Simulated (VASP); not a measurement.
# Gd in VASP: settings compared

The runs below take Gd through single point, with PBE, PBEsol.

All numbers are computed with VASP 6.6.1; they aren't measurements. Logs are shortened: lines on timing, memory, paths and dates and some standing lists are left out, and cuts for length are marked.

## (1) The cell of the first run

It takes space group Im-3m (No. 229, cubic). Conventional cell: a = 4.050 Å, b = 4.050 Å, c = 4.050 Å, α = 90.00°, β = 90.00°, γ = 90.00°. Within 4.6 Å of Gd (site symmetry m-3m) lie 14 Gd at 3.51 to 4.05 Å.

This isn't the form of Gd at room conditions, which is hcp.

## (2) Single point, PBE, collinear spin, ferromagnetic start

INCAR

```
PREC = Accurate
ENCUT = 600
EDIFF = 1E-6
ISMEAR = 0
SIGMA = 0.05
LREAL = False
LASPH = True
NELM = 200
ALGO = Normal
ISIF = 2
LWAVE = False
LCHARG = False
ISPIN = 2
MAGMOM = 7
LORBIT = 11
LMAXMIX = 6
GGA = PE
NBANDS = 19
GGA_COMPAT = False
```

KPOINTS

```
Automatic mesh
0
Gamma
  15 15 15
```

POSCAR

```
Gd
1.0
   -2.0250000000      2.0250000000      2.0250000000
    2.0250000000     -2.0250000000      2.0250000000
    2.0250000000      2.0250000000     -2.0250000000
Gd
1
Direct
    0.0000000000      0.0000000000      0.0000000000
```

Potentials or basis: VASP PAW PBE potentials, release 64 (Gd).

Started as:

```bash
$ cat potpaw_PBE.64/Gd/POTCAR > POTCAR
$ mpirun -np 1 vasp_std > vasp.out
```

OUTCAR:

```text
PREC = Accurate
   ENCUT = 600
   EDIFF = 1E-6
   ISMEAR = 0
   LREAL = False
   LASPH = True
   NELM = 200
   ISIF = 2
   ISPIN = 2
   LORBIT = 11
   GGA = PE

 ion  position               nearest neighbor table
   1  0.000  0.000  0.000-

  LATTYP: Found a body centered cubic cell.
 ALAT       =     4.0500000000

  Lattice vectors:

 A1 = (  -2.0250000000,   2.0250000000,   2.0250000000)
 A2 = (   2.0250000000,  -2.0250000000,   2.0250000000)
 A3 = (   2.0250000000,   2.0250000000,  -2.0250000000)

Analysis of symmetry for initial positions (statically):
=====================================================================
 Subroutine PRICEL returns:
 Original cell was already a primitive cell.

 Routine SETGRP: Setting up the symmetry group for a
 body centered cubic supercell.

 Subroutine GETGRP returns: Found 48 space group operations
 (whereof 48 operations were pure point group operations)
 out of a pool of 48 trial point group operations.

The static configuration has the point symmetry O_h .

Analysis of symmetry for dynamics (positions and initial velocities):
=====================================================================
 Subroutine PRICEL returns:
 Original cell was already a primitive cell.

 Routine SETGRP: Setting up the symmetry group for a
 body centered cubic supercell.

 Subroutine GETGRP returns: Found 48 space group operations
 (whereof 48 operations were pure point group operations)
 out of a pool of 48 trial point group operations.

The dynamic configuration has the point symmetry O_h .

Analysis of structural, dynamic, and magnetic symmetry:
=====================================================================
 Subroutine PRICEL returns:
 Original cell was already a primitive cell.

 Routine SETGRP: Setting up the symmetry group for a
 body centered cubic supercell.

 Subroutine GETGRP returns: Found 48 space group operations
 (whereof 48 operations were pure point group operations)
 out of a pool of 48 trial point group operations.

The overall configuration has the point symmetry O_h .

 Subroutine INISYM returns: Found 48 space group operations
 (whereof 48 operations are pure point group operations),
 and found     1 'primitive' translations

----------------------------------------------------------------------------------------

                                     Primitive cell

  volume of cell :      33.2151

  direct lattice vectors                    reciprocal lattice vectors
    -2.025000000  2.025000000  2.025000000     0.000000000  0.246913580  0.246913580
     2.025000000 -2.025000000  2.025000000     0.246913580  0.000000000  0.246913580
     2.025000000  2.025000000 -2.025000000     0.246913580  0.246913580  0.000000000

  length of vectors
     3.507402885  3.507402885  3.507402885     0.349188534  0.349188534  0.349188534

  position of ions in fractional coordinates (direct lattice)
     0.000000000  0.000000000  0.000000000

  ion indices of the primitive-cell ions
   primitive index   ion index
                 1           1

----------------------------------------------------------------------------------------

 KPOINTS: Automatic mesh

Automatic generation of k-mesh.
 Grid dimensions read from file:
 generate k-points for:   15   15   15

 Generating k-lattice:

  Cartesian coordinates                     Fractional coordinates (reciprocal lattice)
     0.000000000  0.016460905  0.016460905     0.066666667  0.000000000  0.000000000
     0.016460905  0.000000000  0.016460905     0.000000000  0.066666667  0.000000000
     0.016460905  0.016460905  0.000000000     0.000000000  0.000000000  0.066666667

  Length of vectors
     0.023279236  0.023279236  0.023279236

  Shift w.r.t. Gamma in fractional coordinates (k-lattice)
     0.000000000  0.000000000  0.000000000

 Subroutine IBZKPT returns following result:
 ===========================================

 Found    120 irreducible k-points:

 Following reciprocal coordinates:
            Coordinates               Weight
  0.000000  0.000000  0.000000      1.000000
  0.066667  0.000000  0.000000     12.000000
  0.133333  0.000000  0.000000     12.000000
  0.200000  0.000000  0.000000     12.000000
  0.266667  0.000000  0.000000     12.000000
  0.333333  0.000000  0.000000     12.000000
[... 16 lines left out ...]
  0.333333  0.200000 -0.000000     48.000000
  0.400000  0.200000  0.000000     24.000000
 [... further k-points ...]
   k-points           NKPTS =    120   k-points in BZ     NKDIM =    120   number of bands    NBANDS=     19
   number of dos      NEDOS =    301   number of ions     NIONS =      1
   total plane-waves  NPLWV =  21952
   dimension x,y,z NGX =    28 NGY =   28 NGZ =   28
   dimension x,y,z NGXF=    56 NGYF=   56 NGZF=   56
   ions per type =               1
   NGX,Y,Z   is equivalent  to a cutoff of  13.27, 13.27, 13.27 a.u.
   NGXF,Y,Z  is equivalent  to a cutoff of  26.54, 26.54, 26.54 a.u.
 SYSTEM =  unknown system
   PREC   = accura    normal or accurate (medium, high low for compatibility)
   ISTART =      0    job   : 0-new  1-cont  2-samecut
   ICHARG =      2    charge: 1-file 2-atom 10-const
   ISPIN  =      2    spin polarized calculation?
   LNONCOLLINEAR =      F non collinear calculations
   LSORBIT =      F    spin-orbit coupling
   LASPH  =      T    aspherical Exc in radial PAW
   ENCUT  =  600.0 eV  44.10 Ry    6.64 a.u.   7.01  7.01  7.01*2*pi/ulx,y,z
   NELM   =    200;   NELMIN=  2; NELMDL= -5     # of ELM steps
   EDIFF  = 0.1E-05   stopping-criterion for ELM
   LREAL  =      F    real-space projection
   EDIFFG = 0.1E-04   stopping-criterion for IOM
   NSW    =      0    number of steps for IOM
   IBRION =     -1    ionic relax: 0-MD 1-quasi-New 2-CG
   NFREE  =      0    steps in history (QN), initial steepest desc. (CG)
   ISIF   =      2    stress and relaxation
   ISYM   =      2    0-nonsym 1-usesym 2-fastsym
   POTIM  = 0.5000    time-step for ionic-motion
   TEBEG  =    0.0;   TEEND  =   0.0 temperature during run
   PSTRESS=    0.0 pullay stress
   NELECT =      18.0000    total number of electrons
   NUPDOWN=      -1.0000    fix difference up-down
   EMIN   =  10.00;   EMAX   =-10.00  energy-range for DOS
   EFERMI =   0.00;   METHOD = LEGACY
   ISMEAR =     0;   SIGMA  =   0.05  broadening in eV -4-tet -1-fermi 0-gaus
   EFERMI_NEDOS =   21; number of points for ismear=-14 and -15
   IALGO  =     38    algorithm
   IMIX   =      4    mixing-type and parameters
     AMIX     =   0.40;   BMIX     =  1.00
     AMIX_MAG =   1.60;   BMIX_MAG =  1.00
  volume/ion in A,a.u.               =      33.22       224.15
  Fermi-wavevector in a.u.,A,eV,Ry     =   1.334711  2.522238 24.238153  1.781454
  Thomas-Fermi vector in A             =   2.463472
   LORBIT       =     11    0 simple, 1 ext, 2 COOP (PROOUT), +10 PAW based schemes
   GGA     = PE    functional components
   LHFCALC =     F    Hartree Fock is set to
   AEXX    =    0.0000 exact exchange contribution
   IVDW    =     0    specifies the selected vdW correction
   LEPSILON=     F    determine dielectric tensor
   LRPA    =     F    only Hartree local field effects (RPA)
 spin polarized calculation
 Gauss-broadening in eV      SIGMA  =   0.05
  energy-cutoff  :      600.00
  volume of cell :       33.22
 maximum number of plane-waves:      1132
   NGX = 13   NGY = 13   NGZ = 13

 number of electron      18.0000009 magnetization       7.6751876

 Free energy of the ion-electron system (eV)
  ---------------------------------------------------
  ext. energy  EPLUGINS =         0.00000000
  ---------------------------------------------------
  free energy    TOTEN  =       -11.61751463 eV

  energy without entropy =      -11.61543860  energy(sigma->0) =      -11.61647661

 E-fermi :   2.9427     XC(G=0):  -9.9579

 val. band max:        2.9416881929   @ k =  -0.3333   0.4667   0.1333
 cond. band min:       2.9450404686   @ k =  -0.3333   0.3333   0.2000
 fundamental gap:      0.0033522757
 Fermi energy:         2.9427452637

 spin component 1

 k-point     1 :       0.0000    0.0000    0.0000
  band No.  band energies     occupation
      1     -42.3866      1.00000
      2     -19.4043      1.00000
      3     -19.4043      1.00000
      4     -19.4043      1.00000
      5      -2.1280      1.00000
      6      -2.0313      1.00000
[... 11 lines left out ...]
     18      13.3350      0.00000
     19      13.3350      0.00000

 k-point     2 :       0.0667    0.0000    0.0000
  band No.  band energies     occupation
      1     -42.3837      1.00000
      2     -19.4362      1.00000
      3     -19.4142      1.00000
      4     -19.4044      1.00000
      5      -2.0296      1.00000
      6      -2.0283      1.00000
[... 476 lines left out ...]
 k-point    24 :       0.4000    0.2000    0.0000
  band No.  band energies     occupation
      1     -42.3154      1.00000
      2     -20.0092      1.00000
      3     -19.7247      1.00000
      4     -19.4741      1.00000
      5      -2.0120      1.00000
      6      -1.9987      1.00000
[... 11 lines left out ...]
     18      10.0030      0.00000
     19      12.4496      0.00000

 [... further k-points ...]

 spin component 2

 k-point     1 :       0.0000    0.0000    0.0000
  band No.  band energies     occupation
      1     -39.1265      1.00000
      2     -16.9864      1.00000
      3     -16.9864      1.00000
      4     -16.9864      1.00000
      5      -1.2129      1.00000
      6       3.2905      0.00000
[... 11 lines left out ...]
     18      14.3147      0.00000
     19      14.3147      0.00000

 k-point     2 :       0.0667    0.0000    0.0000
  band No.  band energies     occupation
      1     -39.1230      1.00000
      2     -17.0255      1.00000
      3     -16.9981      1.00000
      4     -16.9867      1.00000
      5      -1.0796      1.00000
      6       3.2843      0.00000
[... 476 lines left out ...]
 k-point    24 :       0.4000    0.2000    0.0000
  band No.  band energies     occupation
      1     -39.0375      1.00000
      2     -17.7151      1.00000
      3     -17.3698      1.00000
      4     -17.0721      1.00000
      5       2.2205      1.00000
      6       3.2370      0.00000
[... 11 lines left out ...]
     18      11.4712      0.00000
     19      13.5976      0.00000

 [... further k-points ...]

------------------------ aborting loop because EDIFF is reached ----------------------------------------

  FORCE on cell =-STRESS in cart. coord.  units (eV):
  Direction    XX          YY          ZZ          XY          YZ          ZX
  --------------------------------------------------------------------------------------
  -------------------------------------------------------------------------------------
  Total       -0.0238114     -0.0238114     -0.0238114     -0.0000000      0.0000000     -0.0000000
  in kB       -1.1485778     -1.1485778     -1.1485778     -0.0000000      0.0000000     -0.0000000
  external PRESSURE =      -1.1485778 kB  Pullay stress =       0.0000000 kB

 VOLUME and BASIS-vectors are now :
 -----------------------------------------------------------------------------
  energy-cutoff  :      600.00
  volume of cell :       33.22
      direct lattice vectors                 reciprocal lattice vectors
    -2.025000000  2.025000000  2.025000000     0.000000000  0.246913580  0.246913580
     2.025000000 -2.025000000  2.025000000     0.246913580  0.000000000  0.246913580
     2.025000000  2.025000000 -2.025000000     0.246913580  0.246913580  0.000000000

 POSITION                                       TOTAL-FORCE (eV/Angst)
 -----------------------------------------------------------------------------------
      0.00000      0.00000      0.00000         0.000000      0.000000      0.000000
 -----------------------------------------------------------------------------------
    total drift:                               -0.000000     -0.000000     -0.000000

  FREE ENERGIE OF THE ION-ELECTRON SYSTEM (eV)
  ---------------------------------------------------
  free  energy   TOTEN  =       -11.6175146268 eV

  energy  without entropy=      -11.6154385956  energy(sigma->0) =      -11.61647661

 total charge

# of ion       s       p       d       f       tot
--------------------------------------------------
    1        2.072   5.561   0.590   6.972  15.195

 magnetization (x)

# of ion       s       p       d       f       tot
--------------------------------------------------
    1        0.002  -0.057   0.250   6.831   7.026
```

It took 6.9 min on 1 thread of Intel Xeon Platinum 8259CL at 2.50GHz (Skylake/Cascade Lake), shared host; peak memory 0.3 GiB.

What came out:

```
Free energy                                           : -11.6175 eV
Pressure                                              : -0.1 GPa
Net moment                                            : 7.68 μB per cell
Site moments                                          : Gd +7.03 μB
Valence electrons inside the program's atomic spheres : Gd 15.20
```

Levels at points of the mesh, in eV from the Fermi level:
Spin up:
```tsv
k point	band 9	band 10	band 11	band 12	band 13	band 14	band 15	band 16	band 17	band 18
(0.00, 0.00, 0.00)	-4.85	-4.85	-4.85	-4.82	1.29	1.29	1.29	3.52	3.52	10.39
```
Spin down:
```csv
k point,band 1,band 2,band 3,band 4,band 5,band 6,band 7,band 8,band 9,band 10
"(0.00, 0.00, 0.00)",-42.07,-19.93,-19.93,-19.93,-4.16,0.35,0.35,0.35,0.64,0.64
```

Caveat: spin-orbit coupling is left out, which moves the levels of the heavy elements; semilocal functionals describe open f shells poorly, which spoils levels, moments and volumes.

## (3) Single point, PBEsol, collinear spin, ferromagnetic start (the cell strained at random)

INCAR

```
SYSTEM = Gd
PREC = Accurate
ENCUT = 520
EDIFF = 1E-7
ISMEAR = -1
SIGMA = 0.05
LREAL = .False.
LASPH = .True.
NELM = 150
ALGO = Normal
ISIF = 2
LWAVE = .False.
LCHARG = .False.
ISPIN = 2
MAGMOM = 7
LORBIT = 11
LMAXMIX = 6
GGA = PS
NBANDS = 19
LUSENCCL = .False.
```

KPOINTS

```
regular mesh
0
Gamma
  9 9 9
  0 0 0
```

POSCAR

```
Gd
1.0
   -2.0439740000      1.9279020000      1.9662330000
    2.0303520000     -2.0603860000      2.0850940000
    2.0644940000      2.0809060000     -2.0987160000
Gd
1
Direct
    0.0101080000      0.0085530000      0.0113870000
```

Potentials or basis: VASP PAW PBE potentials, release 64 (Gd).

Started as:

```bash
$ cat potpaw_PBE.64/Gd/POTCAR > POTCAR
$ mpirun -np 1 vasp_std > vasp.out
```

OUTCAR:

```text
SYSTEM = Gd
   PREC = Accurate
   ENCUT = 520
   EDIFF = 1E-7
   ISMEAR = -1
   LREAL = .False.
   LASPH = .True.
   NELM = 150
   ISIF = 2
   ISPIN = 2
   LORBIT = 11
   GGA = PS

 ion  position               nearest neighbor table
   1  0.010  0.009  0.011-

  LATTYP: Found a triclinic cell.
 ALAT       =     8.9693958172
 B/A-ratio  =     0.6357944940
 C/A-ratio  =     0.4019360263
 COS(alpha) =     0.0066777049
 COS(beta)  =     0.2721334420
 COS(gamma) =     0.9470459941

  Lattice vectors:

[... 1269 lines left out ...]
  -------------------------------------------------------------------------------------
  Total       -0.4580431     -0.4885402     -0.4823890     -0.0511510      0.3265005      0.0315764
  in kB      -22.0943864    -23.5654560    -23.2687446     -2.4673464     15.7492358      1.5231336
  external PRESSURE =     -22.9761956 kB  Pullay stress =       0.0000000 kB

 VOLUME and BASIS-vectors are now :
 -----------------------------------------------------------------------------
  energy-cutoff  :      520.00
  volume of cell :       33.22
      direct lattice vectors                 reciprocal lattice vectors
    -2.043974000  1.927902000  1.966233000    -0.000443159  0.257888955  0.255264540
     2.030352000 -2.060386000  2.085094000     0.244999275  0.006937959  0.247883360
     2.064494000  2.080906000 -2.098716000     0.242993890  0.248502451  0.008943406

 POSITION                                       TOTAL-FORCE (eV/Angst)
 -----------------------------------------------------------------------------------
      0.02021      0.02556      0.01381         0.000000      0.000000      0.000000
 -----------------------------------------------------------------------------------
    total drift:                                0.000006     -0.000012     -0.000011

  FREE ENERGIE OF THE ION-ELECTRON SYSTEM (eV)
  ---------------------------------------------------
  free  energy   TOTEN  =       -11.9308920858 eV

  energy  without entropy=      -11.9149095149  energy(sigma->0) =      -11.92290080

 total charge

# of ion       s       p       d       f       tot
--------------------------------------------------
    1        2.071   5.543   0.585   6.984  15.182

 magnetization (x)

# of ion       s       p       d       f       tot
--------------------------------------------------
    1        0.003  -0.050   0.239   6.813   7.005
```

Run time: 29 min. Hardware: 1 × NVIDIA H100 80GB with 1 thread of Intel Xeon Platinum 8481C at 2.70GHz (Sapphire Rapids), shared host; peak memory 1.5 GiB.

What came out:

- Free energy: -11.9309 eV
- Pressure: -2.3 GPa
- Net moment: 7.62 μB per cell
- Site moments: Gd +7.00 μB
- Valence electrons inside the program's atomic spheres: Gd 15.18

Caveat: the cell differs from its parent crystal (the cell strained at random); the PAW data sets were made with another functional, which shifts forces and pressure a little; spin-orbit coupling is left out, which moves the levels of the heavy elements; semilocal functionals describe open f shells poorly, which spoils levels, moments and volumes.

## (4) Single point, PBEsol, non-collinear spin, typed start, spin-orbit coupling

INCAR

```
ALGO = Normal
EDIFF = 1E-6
ENCUT = 520
GGA = PS
GGA_COMPAT = F
ISIF = 2
ISMEAR = -1
LASPH = T
LCHARG = F
LMAXMIX = 6
LORBIT = 11
LORBMOM = T
LREAL = F
LSORBIT = T
LWAVE = F
MAGMOM = 4.95 4.95 0
NBANDS = 29
NELM = 150
PREC = Accurate
SIGMA = 0.05
```

KPOINTS

```
k-points
0
Gamma
  9 9 9
```

POSCAR

```
Gd
1.0
   -2.0250000000      2.0250000000      2.0250000000
    2.0250000000     -2.0250000000      2.0250000000
    2.0250000000      2.0250000000     -2.0250000000
Gd
1
Direct
    0.0000000000      0.0000000000      0.0000000000
```

Started as:

```bash
$ cat potpaw_PBE.64/Gd/POTCAR > POTCAR
$ mpirun -np 1 vasp_ncl > vasp.out
```

Wall time 29 min (1 thread of AMD EPYC 7R43 (Zen 3), shared host); peak memory 0.44 GiB.

Results (log left out):

| Property | Result |
| --- | --- |
| Free energy | -12.5792 eV |
| Pressure | -1.9 GPa |
| Net moment | 7.54 μB per cell |
| Valence electrons inside the program's atomic spheres | Gd 15.21 |

Stress tensor (GPa, compression positive):
```
-1.84  0.10  0.00
 0.10 -1.84  0.00
 0.00  0.00 -1.90
```

Moments on the atoms (μB; x, y, z):
```
Gd  4.91 4.91 0.00
```

Caveat: the PAW data sets were made with another functional, which shifts forces and pressure a little; semilocal functionals describe open f shells poorly, which spoils levels, moments and volumes.

## (5) Overview

| level | spin | cell | k mesh | cutoff (eV) | smearing | gap on the mesh (eV) | pressure (GPa) | moment (μB) |
| --- | --- | --- | --- | --- | --- | --- | --- | --- |
| PBE | collinear, ferromagnetic start | a = 3.507 Å, angles 109.5°, 1 atom | 15 × 15 × 15 | 600 | gaussian 0.05 eV | none | -0.1 | 7.68 |
| PBEsol | collinear, ferromagnetic start | a = 3.429, b = 3.566, c = 3.605 Å, angles 110.4, 110.5, 109.2°, 1 atom | 9 × 9 × 9 | 520 | fermi-dirac 0.05 eV | none | -2.3 | 7.62 |
| PBEsol | non-collinear, typed start, SOC | a = 3.507 Å, angles 109.5°, 1 atom | 9 × 9 × 9 | 520 | fermi-dirac 0.05 eV | - | -1.9 | 7.54 |

Alike in all rows: task single point; potentials or basis VASP PAW PBE potentials, release 64 (Gd).

Caveats: semilocal functionals describe open f shells poorly, which spoils levels, moments and volumes; spin-orbit coupling is left out, which moves the levels of the heavy elements (at least some runs); the PAW data sets were made with another functional, which shifts forces and pressure a little (at least some runs).

Absolute energies hang on the potentials; compare differences alone.
